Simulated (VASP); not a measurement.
Here is a VASP 6.6.1 calculation.

Contents of INCAR:

```
SYSTEM = Ge
  ALGO = Normal
  EDIFF = 1E-6
  ENCUT = 520
  GGA = RP
  ISIF = 2
  ISMEAR = -1
  LASPH = .True.
  LCHARG = .False.
  LREAL = .False.
  LWAVE = .False.
  NBANDS = 21
  NELM = 80
  PREC = Accurate
  SIGMA = 0.1
```

File KPOINTS:

```
k-points
0
Gamma
  20 20 14
  0 0 0
```

The input POSCAR:

```
Ge
1.0
   -2.6100867877      2.6132347663      1.4437691740
    2.6132347663     -2.6100867877      1.4437691740
    2.6242645432      2.6242645432     -1.4380036454
Ge
2
Direct
    0.9997552703      0.0002447297      0.0000000000
    0.7502447297      0.2497552703      0.5000000000
```

Potentials or basis: VASP PAW PBE potentials, release 64 (Ge_d).

Command:

```sh
$ cat potpaw_PBE.64/Ge_d/POTCAR > POTCAR
$ mpirun -np 1 vasp_std > vasp.out
```

Question: Predict the pressure.

Answer: -0.2 GPa.

Question: What does it give for the band gap on the k mesh?

Answer: Zero (bands 14 and 15 overlap by 4.98 eV).

Question: Estimate the largest force.

Answer: 0.011 eV/Å.

Stress tensor (GPa, compression positive):
```
-0.19 -0.24 -0.09
-0.24 -0.19 -0.09
-0.09 -0.09 -0.15
```

Caveat: the PAW data sets were made with another functional, which shifts forces and pressure a little.
